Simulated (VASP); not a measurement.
Here is a VASP 6.6.1 calculation.

The input INCAR:

```
PREC = Accurate ; ENCUT = 520
EDIFF = 1E-7 ; ISMEAR = 0
SIGMA = 0.15 ; LREAL = F
LASPH = T ; NELM = 100
ALGO = Fast ; ISIF = 2
LWAVE = F ; LCHARG = F
GGA = PS ; NBANDS = 22
```

KPOINTS

```
Automatic mesh
0
Gamma
  10 10 10
```

POSCAR

```
Al
1.0
   -4.0479600000      4.0479600000      0.0000000000
   -4.0479600000      0.0000000000      4.0479600000
    0.0000000000      4.0479600000      4.0479600000
Al
8
Direct
    0.0000000000      0.0000000000      0.0000000000
    0.5000000000      0.0000000000      0.0000000000
    0.0000000000      0.5000000000      0.0000000000
    0.0000000000      0.0000000000      0.5000000000
    0.5000000000      0.5000000000      0.0000000000
    0.5000000000      0.0000000000      0.5000000000
    0.0000000000      0.5000000000      0.5000000000
    0.5000000000      0.5000000000      0.5000000000
```

Potentials or basis: VASP PAW PBE potentials, release 64 (Al).

The run is started by

```bash
$ cat potpaw_PBE.64/Al/POTCAR > POTCAR
$ mpirun -np 1 vasp_std > vasp.out
```

(1) Estimate the pressure.

(2) Predict the band gap on the k mesh.

Results:

(1) -1.9 GPa.

(2) zero (band 12 reaches 9.11 eV, above the bottom of band 13 at 6.29 eV).

Caveat: the PAW data sets were made with another functional, which shifts forces and pressure a little.
